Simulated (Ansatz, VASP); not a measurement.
## RbMgSbO3: VASP beside Ansatz

```
Sb Rb Mg O
1.0
     3.10053    1.79009    3.71865
    -3.10053    1.79009    3.71865
     0.00000   -3.58018    3.71865
Sb Rb Mg O
1 1 1 3
Direct
  0.57013 0.57013 0.57013
  0.89528 0.89528 0.89528
  0.31854 0.31854 0.31854
  0.49465 0.96726 0.49465
  0.96726 0.49465 0.49465
  0.49465 0.49465 0.96726
```

Alike in both runs: task single point; functional PBE; k mesh 6 × 6 × 6; occupations fermi-dirac, width 0.05 eV; no spin polarisation.

|  | VASP | Ansatz |
| --- | --- | --- |
| version | VASP 6.6.1 | Ansatz 0.2.0 |
| potentials or method | VASP PAW PBE potentials, release 64 (Sb, Rb_sv, Mg, O) | Ansatz PAW |
| plane-wave cutoff (eV) | 520 | 420 |
| valence electrons in the cell | 34 | 52 |

```csv
,VASP,Ansatz,Ansatz less VASP
gap on the k mesh at the Fermi level (eV),2.75,2.77,+0.016
least direct gap on the mesh (eV),2.80,2.82,+0.019
pressure (GPa),4.1,3.9,-0.20
"traceless stress, the component that is largest in VASP (GPa)",0.41,0.45,+0.047
rms of the force components (eV/Å),0.256,0.189,-0.0666
```

Atom by atom the forces differ by 0.069 eV/Å (rms over components). The functional is the same, so the differences come from potentials, cutoffs and numerics. VASP's potentials hold 34 valence electrons a cell and Ansatz's 52, so a difference there can come from the potentials and not from the codes.

Spin-orbit coupling is off throughout.
